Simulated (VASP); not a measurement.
A run of VASP 6.6.1 is set up as follows.

INCAR

```
SYSTEM = HgTe
  ALGO = Normal
  EDIFF = 1E-6
  ENCUT = 520
  GGA = PE
  ISIF = 2
  ISMEAR = -1
  LASPH = .True.
  LCHARG = .False.
  LREAL = .False.
  LWAVE = .False.
  NBANDS = 16
  NELM = 60
  PREC = Accurate
  SIGMA = 0.1
```

KPOINTS

```
k-points
0
Gamma
  12 12 12
  0 0 0
```

POSCAR

```
HgTe
1.0
    0.0000000000      3.0722318152      3.0722318152
    3.0722318152      0.0000000000      3.0722318152
    3.0722318152      3.0722318152      0.0000000000
Hg Te
1 1
Direct
    0.0000000000      0.0000000000      0.0000000000
    0.5000000000      0.5000000000      0.5000000000
```

Potentials or basis: VASP PAW PBE potentials, release 64 (Hg, Te).

The run is started by

```sh
$ cat potpaw_PBE.64/Hg/POTCAR potpaw_PBE.64/Te/POTCAR > POTCAR
$ mpirun -np 1 vasp_std > vasp.out
```

Problem. What does it give for the band gap on the k mesh?

Solution. Zero (bands 9 and 10 overlap by 2.43 eV).

Problem. What does it give for the pressure?

Solution. 0.1 GPa.

Caveat: spin-orbit coupling is left out, which moves the levels of the heavy elements.
